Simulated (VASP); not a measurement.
Write the native input for VASP 6.6.1 that does the following.

```yaml
Task: single point
Functional: r2SCAN
Potentials_or_basis: VASP PAW PBE potentials, release 64 (Cd, S)
Cutoff: 520 eV
k_mesh: 6 × 6 × 4
Occupations: gaussian, width 0.01 eV
Spin: no spin polarisation
Dipole_correction: no
Further_INCAR_settings: ALGO = Normal; EDIFF = 1e-06; NBANDS = 26
```

Crystal: CdS.

```
Cd S
1.0
     4.31853    0.00000    0.00000
    -2.15927    3.73996    0.00000
     0.00000    0.00000    5.63078
Cd S
2 2
Direct
  0.33333 0.66667 0.25000
  0.66667 0.33333 0.75000
  0.66667 0.33333 0.25000
  0.33333 0.66667 0.75000
```

These files were run (other wordings do the same):

POSCAR

```
CdS
1.0
    4.3185343782      0.0000000000      0.0000000000
   -2.1592671891      3.7399604786      0.0000000000
    0.0000000000      0.0000000000      5.6307767688
Cd S
2 2
Direct
    0.3333333333      0.6666666667      0.2500000000
    0.6666666667      0.3333333333      0.7500000000
    0.6666666667      0.3333333333      0.2500000000
    0.3333333333      0.6666666667      0.7500000000
```

INCAR.step1

```
PREC     = Accurate       # precision mode
ENCUT    = 520            # plane-wave cutoff, eV
ISMEAR   = 0              # smearing method
SIGMA    = 0.01           # smearing width, eV
LREAL    = False          # projectors in reciprocal space
LASPH    = True           # aspherical terms in the spheres
NELM     = 80             # most SCF steps
NBANDS   = 26             # bands
GGA      = PE             # functional
ALGO     = Normal         # electronic algorithm
EDIFF    = 1E-4           # SCF threshold, eV
LWAVE    = True           # write WAVECAR
LCHARG   = False          # write CHGCAR
```

INCAR.step2

```
PREC     = Accurate       # precision mode
ENCUT    = 520            # plane-wave cutoff, eV
EDIFF    = 1E-6           # SCF threshold, eV
ISMEAR   = 0              # smearing method
SIGMA    = 0.01           # smearing width, eV
LREAL    = False          # projectors in reciprocal space
LASPH    = True           # aspherical terms in the spheres
NELM     = 80             # most SCF steps
ALGO     = Normal         # electronic algorithm
ISIF     = 2              # what is computed and relaxed
LWAVE    = False          # write WAVECAR
LCHARG   = True           # write CHGCAR
METAGGA  = R2SCAN         # meta-GGA
LMIXTAU  = True         
LELF     = True           # ELF
LVHAR    = True         
NBANDS   = 26             # bands
ISTART   = 1
```

KPOINTS

```
Automatic mesh
0
Gamma
  6 6 4
```

Potentials or basis: VASP PAW PBE potentials, release 64 (Cd, S).

Command:

```console
$ cat potpaw_PBE.64/Cd/POTCAR potpaw_PBE.64/S/POTCAR > POTCAR
$ cp INCAR.step1 INCAR
$ mpirun -np 1 vasp_std > vasp.out
$ cp INCAR.step2 INCAR
$ mpirun -np 1 vasp_std > vasp.out
```

It gave:

```yaml
Pressure: 5.1 GPa
Band_gap_on_the_k_mesh: 1.52 eV (least direct gap 1.77 eV)
```

Caveat: the cell stands under pressure; the PAW data sets were made with another functional, which shifts forces and pressure a little.

Run time: 2.3 min on 1 thread of Intel(R) Xeon(R) Platinum 8259CL CPU @ 2.50GHz (Skylake/Cascade Lake), with other jobs on the host, peak memory 0.22 GiB.
